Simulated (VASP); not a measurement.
# InSe2 (P4/nmm) in VASP: further runs

The runs below take InSe2 through single point, with PBEsol.

Program: VASP 6.6.1. These are calculated values, not measurements. Logs are shortened: lines on timing, memory, paths and dates and some standing lists are left out, and cuts for length are marked.

**1. The cell of the first run**

The structure is tetragonal, space group P4/nmm (No. 129). Conventional cell: a = 3.895 Å, b = 3.895 Å, c = 9.626 Å, α = 90.00°, β = 90.00°, γ = 90.00°. In (site symmetry 4mm) has 9 Se at 2.84 to 3.43 Å within 3.7 Å. Se (site symmetry 4mm) has 5 In at 2.84 to 3.28 Å and 12 Se at 3.77 to 4.03 Å within 4.1 Å. Within 3.6 Å of Se (site symmetry -4m2) lie 4 Se at 2.75 Å and 4 In at 3.43 Å.

**2. Single point, PBEsol**

INCAR

```
SYSTEM = InSe2
PREC = Accurate ; ENCUT = 520
EDIFF = 1E-7 ; ISMEAR = 0
SIGMA = 0.1 ; LREAL = .FALSE.
LASPH = .TRUE. ; NELM = 60
ALGO = Normal ; ISIF = 2
LWAVE = .FALSE. ; LCHARG = .TRUE.
GGA = PS ; LELF = .TRUE.
LVHAR = .TRUE. ; NBANDS = 34
```

KPOINTS

```
regular mesh
0
G
  2 2 1
  0 0 0
```

POSCAR

```
InSe2
1.0
    3.8948930000      0.0000000000      0.0000000000
    0.0000000000      3.8948930000      0.0000000000
    0.0000000000      0.0000000000      9.6262310000
In Se
2 4
Direct
    0.0000000000      0.5000000000      0.7064680000
    0.5000000000      0.0000000000      0.2935320000
    0.0000000000      0.5000000000      0.3662120000
    0.5000000000      0.0000000000      0.6337880000
    0.0000000000      0.0000000000      0.0000000000
    0.5000000000      0.5000000000      0.0000000000
```

Potentials or basis: VASP PAW PBE potentials, release 64 (In_d, Se).

The run is started by

```console
$ cat potpaw_PBE.64/In_d/POTCAR potpaw_PBE.64/Se/POTCAR > POTCAR
$ mpirun -np 1 vasp_std > vasp.out
```

OUTCAR:

```text
SYSTEM = InSe2
   PREC = Accurate
   ENCUT = 520
   EDIFF = 1E-7
   ISMEAR = 0
   LREAL = .FALSE.
   LASPH = .TRUE.
   NELM = 60
   ISIF = 2
   GGA = PS

 ion  position               nearest neighbor table
   1  0.000  0.500  0.706-   4 2.84   4 2.84   4 2.84   4 2.84   3 3.28
   2  0.500  0.000  0.294-   3 2.84   3 2.84   3 2.84   3 2.84   4 3.28
   3  0.000  0.500  0.366-   2 2.84   2 2.84   2 2.84   2 2.84   1 3.28
   4  0.500  0.000  0.634-   1 2.84   1 2.84   1 2.84   1 2.84   2 3.28
   5  0.000  0.000  0.000-   6 2.75   6 2.75   6 2.75   6 2.75
   6  0.500  0.500  0.000-   5 2.75   5 2.75   5 2.75   5 2.75

  LATTYP: Found a simple tetragonal cell.
 ALAT       =     3.8948930000
 C/A-ratio  =     2.4715007575

  Lattice vectors:

 A1 = (   3.8948930000,   0.0000000000,   0.0000000000)
 A2 = (   0.0000000000,   3.8948930000,   0.0000000000)
 A3 = (   0.0000000000,   0.0000000000,   9.6262310000)

Analysis of symmetry for initial positions (statically):
=====================================================================
 Subroutine PRICEL returns:
 Original cell was already a primitive cell.

 Routine SETGRP: Setting up the symmetry group for a
 simple tetragonal supercell.

 Subroutine GETGRP returns: Found 16 space group operations
 (whereof  8 operations were pure point group operations)
 out of a pool of 16 trial point group operations.

The static configuration has the point symmetry D_2d.
 The point group associated with its full space group is D_4h.

Analysis of symmetry for dynamics (positions and initial velocities):
=====================================================================
 Subroutine PRICEL returns:
 Original cell was already a primitive cell.

 Routine SETGRP: Setting up the symmetry group for a
 simple tetragonal supercell.

 Subroutine GETGRP returns: Found 16 space group operations
 (whereof  8 operations were pure point group operations)
 out of a pool of 16 trial point group operations.

The dynamic configuration has the point symmetry D_2d.
 The point group associated with its full space group is D_4h.

 Subroutine INISYM returns: Found 16 space group operations
 (whereof  8 operations are pure point group operations),
 and found     1 'primitive' translations

----------------------------------------------------------------------------------------

                                     Primitive cell

  volume of cell :     146.0318

  direct lattice vectors                    reciprocal lattice vectors
     3.894893000  0.000000000  0.000000000     0.256746463  0.000000000  0.000000000
     0.000000000  3.894893000  0.000000000     0.000000000  0.256746463  0.000000000
     0.000000000  0.000000000  9.626231000     0.000000000  0.000000000  0.103882818

  length of vectors
     3.894893000  3.894893000  9.626231000     0.256746463  0.256746463  0.103882818

  position of ions in fractional coordinates (direct lattice)
     0.000000000  0.500000000  0.706468000
     0.500000000  0.000000000  0.293532000
     0.000000000  0.500000000  0.366212000
     0.500000000  0.000000000  0.633788000
     0.000000000  0.000000000  0.000000000
     0.500000000  0.500000000  0.000000000

  ion indices of the primitive-cell ions
   primitive index   ion index
                 1           1
                 2           2
                 3           3
                 4           4
                 5           5
                 6           6

----------------------------------------------------------------------------------------

 KPOINTS: regular mesh

Automatic generation of k-mesh.
 Grid dimensions read from file:
 generate k-points for:    2    2    1

 Generating k-lattice:

  Cartesian coordinates                     Fractional coordinates (reciprocal lattice)
     0.128373231  0.000000000  0.000000000     0.500000000  0.000000000  0.000000000
     0.000000000  0.128373231  0.000000000     0.000000000  0.500000000  0.000000000
     0.000000000  0.000000000  0.103882818     0.000000000  0.000000000  1.000000000

  Length of vectors
     0.128373231  0.128373231  0.103882818

  Shift w.r.t. Gamma in fractional coordinates (k-lattice)
     0.000000000  0.000000000  0.000000000

 Subroutine IBZKPT returns following result:
 ===========================================

 Found      3 irreducible k-points:

 Following reciprocal coordinates:
            Coordinates               Weight
  0.000000  0.000000  0.000000      1.000000
  0.500000  0.000000  0.000000      2.000000
  0.500000  0.500000  0.000000      1.000000
   k-points           NKPTS =      3   k-points in BZ     NKDIM =      3   number of bands    NBANDS=     34
   number of dos      NEDOS =    301   number of ions     NIONS =      6
   total plane-waves  NPLWV =  64800
   dimension x,y,z NGX =    30 NGY =   30 NGZ =   72
   dimension x,y,z NGXF=    60 NGYF=   60 NGZF=  144
   ions per type =               2   4
   NGX,Y,Z   is equivalent  to a cutoff of  12.80, 12.80, 12.43 a.u.
   NGXF,Y,Z  is equivalent  to a cutoff of  25.61, 25.61, 24.87 a.u.
 SYSTEM =  InSe2
   PREC   = accura    normal or accurate (medium, high low for compatibility)
   ISTART =      0    job   : 0-new  1-cont  2-samecut
   ICHARG =      2    charge: 1-file 2-atom 10-const
   ISPIN  =      1    spin polarized calculation?
   LNONCOLLINEAR =      F non collinear calculations
   LSORBIT =      F    spin-orbit coupling
   LASPH  =      T    aspherical Exc in radial PAW
   ENCUT  =  520.0 eV  38.22 Ry    6.18 a.u.   7.24  7.24 17.90*2*pi/ulx,y,z
   NELM   =     60;   NELMIN=  2; NELMDL= -5     # of ELM steps
   EDIFF  = 0.1E-06   stopping-criterion for ELM
   LREAL  =      F    real-space projection
   EDIFFG = 0.1E-05   stopping-criterion for IOM
   NSW    =      0    number of steps for IOM
   IBRION =     -1    ionic relax: 0-MD 1-quasi-New 2-CG
   NFREE  =      0    steps in history (QN), initial steepest desc. (CG)
   ISIF   =      2    stress and relaxation
   ISYM   =      2    0-nonsym 1-usesym 2-fastsym
   POTIM  = 0.5000    time-step for ionic-motion
   TEBEG  =    0.0;   TEEND  =   0.0 temperature during run
   PSTRESS=    0.0 pullay stress
   NELECT =      50.0000    total number of electrons
   NUPDOWN=      -1.0000    fix difference up-down
   EMIN   =  10.00;   EMAX   =-10.00  energy-range for DOS
   EFERMI =   0.00;   METHOD = LEGACY
   ISMEAR =     0;   SIGMA  =   0.10  broadening in eV -4-tet -1-fermi 0-gaus
   EFERMI_NEDOS =   21; number of points for ismear=-14 and -15
   IALGO  =     38    algorithm
   IMIX   =      4    mixing-type and parameters
     AMIX     =   0.40;   BMIX     =  1.00
     AMIX_MAG =   1.60;   BMIX_MAG =  1.00
  volume/ion in A,a.u.               =      24.34       164.25
  Fermi-wavevector in a.u.,A,eV,Ry     =   1.145291  2.164286 17.846635  1.311691
  Thomas-Fermi vector in A             =   2.281980
   LORBIT       =      0    0 simple, 1 ext, 2 COOP (PROOUT), +10 PAW based schemes
   GGA     = PS    functional components
   LHFCALC =     F    Hartree Fock is set to
   AEXX    =    0.0000 exact exchange contribution
   IVDW    =     0    specifies the selected vdW correction
   LEPSILON=     F    determine dielectric tensor
   LRPA    =     F    only Hartree local field effects (RPA)
 non-spin polarized calculation
 Gauss-broadening in eV      SIGMA  =   0.10
  energy-cutoff  :      520.00
  volume of cell :      146.03
 maximum number of plane-waves:      3930
 NGX is ok and might be reduce to    30
   NGX = 15   NGY = 15   NGZ = 35

 number of electron      49.9999992 magnetization

 Free energy of the ion-electron system (eV)
  ---------------------------------------------------
  ext. energy  EPLUGINS =         0.00000000
  ---------------------------------------------------
  free energy    TOTEN  =       -22.13542835 eV

  energy without entropy =      -22.04508729  energy(sigma->0) =      -22.09025782

 E-fermi :   3.9602     XC(G=0): -10.0326

 val. band max:        3.9204811041   @ k =   0.5000   0.0000   0.0000
 cond. band min:       5.2073333916   @ k =   0.0000   0.0000   0.0000
 fundamental gap:      1.2868522875
 Fermi energy:         3.9602385186

 k-point     1 :       0.0000    0.0000    0.0000
  band No.  band energies     occupation
      1      -9.8730      2.00000
      2      -9.6725      2.00000
      3      -9.6113      2.00000
      4      -9.4912      2.00000
      5      -9.4880      2.00000
      6      -9.4213      2.00000
[... 26 lines left out ...]
     33      11.0841      0.00000
     34      11.0849      0.00000

 k-point     2 :       0.5000    0.0000    0.0000
  band No.  band energies     occupation
      1      -9.5245      2.00000
      2      -9.5245      2.00000
      3      -9.4870      2.00000
      4      -9.4870      2.00000
      5      -9.4853      2.00000
      6      -9.4853      2.00000
[... 26 lines left out ...]
     33       9.9091      0.00000
     34       9.9091      0.00000

 k-point     3 :       0.5000    0.5000    0.0000
  band No.  band energies     occupation
      1      -9.8436      2.00000
      2      -9.8436      2.00000
      3      -9.4703      2.00000
      4      -9.4703      2.00000
      5      -9.4430      2.00000
      6      -9.4430      2.00000
[... 26 lines left out ...]
     33      11.8036      0.00000
     34      11.8036      0.00000

------------------------ aborting loop because EDIFF is reached ----------------------------------------

  FORCE on cell =-STRESS in cart. coord.  units (eV):
  Direction    XX          YY          ZZ          XY          YZ          ZX
  --------------------------------------------------------------------------------------
  -------------------------------------------------------------------------------------
  Total        0.8487210      0.8487210     -4.3074257      0.0000000      0.0000000      0.0000000
  in kB        9.3116828      9.3116828    -47.2586198      0.0000000      0.0000000      0.0000000
  external PRESSURE =      -9.5450848 kB  Pullay stress =       0.0000000 kB

 VOLUME and BASIS-vectors are now :
 -----------------------------------------------------------------------------
  energy-cutoff  :      520.00
  volume of cell :      146.03
      direct lattice vectors                 reciprocal lattice vectors
     3.894893000  0.000000000  0.000000000     0.256746463  0.000000000  0.000000000
     0.000000000  3.894893000  0.000000000     0.000000000  0.256746463  0.000000000
     0.000000000  0.000000000  9.626231000     0.000000000  0.000000000  0.103882818

 POSITION                                       TOTAL-FORCE (eV/Angst)
 -----------------------------------------------------------------------------------
      0.00000      1.94745      6.80062        -0.000000      0.000000      0.169345
      1.94745      0.00000      2.82561         0.000000      0.000000     -0.169345
      0.00000      1.94745      3.52524        -0.000000      0.000000      0.231923
      1.94745      0.00000      6.10099        -0.000000      0.000000     -0.231923
      0.00000      0.00000      0.00000        -0.000000     -0.000000     -0.000000
      1.94745      1.94745      0.00000         0.000000      0.000000     -0.000000
 -----------------------------------------------------------------------------------
    total drift:                                0.000000      0.000000      0.000000

  FREE ENERGIE OF THE ION-ELECTRON SYSTEM (eV)
  ---------------------------------------------------
  free  energy   TOTEN  =       -22.1354283522 eV

  energy  without entropy=      -22.0450872918  energy(sigma->0) =      -22.09025782
```

It took 52 s on 1 thread of Intel Xeon 8259CL, shared host; peak memory 0.23 GiB.

Results:

- Free energy: -22.1354 eV
- Pressure: -1.0 GPa
- Largest force: 0.232 eV/Å
- Band gap on the k mesh: zero (bands 25 and 26 overlap by 1.42 eV)

Forces on the atoms (eV/Å):
```
In   0.000  0.000  0.169
In   0.000  0.000 -0.169
Se   0.000  0.000  0.232
Se   0.000  0.000 -0.232
Se   0.000  0.000  0.000
Se   0.000  0.000  0.000
```

Caveat: the k points lie up to 0.81 Å⁻¹ apart, too coarse for converged energies and pressures of a metal; the PAW data sets were made with another functional, which shifts forces and pressure a little; spin-orbit coupling is left out, which moves the levels of the heavy elements.

**3. Single point, PBEsol**

INCAR

```
PREC = Accurate
ENCUT = 520
EDIFF = 1E-7
ISMEAR = 0
SIGMA = 0.1
LREAL = False
LASPH = True
NELM = 80
ALGO = Normal
ISIF = 2
LWAVE = False
LCHARG = False
GGA = PS
NBANDS = 34
```

KPOINTS

```
regular mesh
0
Gamma
  4 4 1
```

POSCAR is that of step 2.

Potentials or basis: VASP PAW PBE potentials, release 64 (In_d, Se).

The run is started by

```console
$ cat potpaw_PBE.64/In_d/POTCAR potpaw_PBE.64/Se/POTCAR > POTCAR
$ mpirun -np 1 vasp_std > vasp.out
```

It took 68 s on 1 thread of Intel Xeon 8259CL, shared host; peak memory 0.25 GiB.

It converged, with:

| Property | Result |
| --- | --- |
| Free energy | -22.8413 eV |
| Pressure | -3.5 GPa |
| Largest force | 0.284 eV/Å |
| Band gap on the k mesh | zero (bands 25 and 26 overlap by 1.58 eV) |

Forces in eV/Å, atoms in the order of the input:
```
In   0.000  0.000 -0.284
In   0.000  0.000  0.284
Se   0.000  0.000  0.024
Se   0.000  0.000 -0.024
Se   0.000  0.000  0.000
Se   0.000  0.000  0.000
```

Stress tensor (GPa, compression positive):
```
-3.88  0.00  0.00
 0.00 -3.88  0.00
 0.00  0.00 -2.75
```

Levels at points of the mesh, in eV from the Fermi level:
```tsv
k point	band 21	band 22	band 23	band 24	band 25	band 26	band 27	band 28	band 29	band 30
(0.00, 0.00, 0.00)	-1.74	-1.44	-1.08	-1.08	0.66	1.16	3.21	3.21	3.75	4.91
(0.50, 0.00, 0.00)	-1.47	-1.47	-0.86	-0.86	-0.33	-0.33	2.27	2.27	3.64	3.64
(0.50, 0.50, 0.00)	-2.99	-2.99	-1.04	-1.04	-0.45	-0.45	3.19	3.19	4.46	4.46
```

Caveat: the k points lie up to 0.65 Å⁻¹ apart, too coarse for converged energies and pressures of a metal; the PAW data sets were made with another functional, which shifts forces and pressure a little; spin-orbit coupling is left out, which moves the levels of the heavy elements.
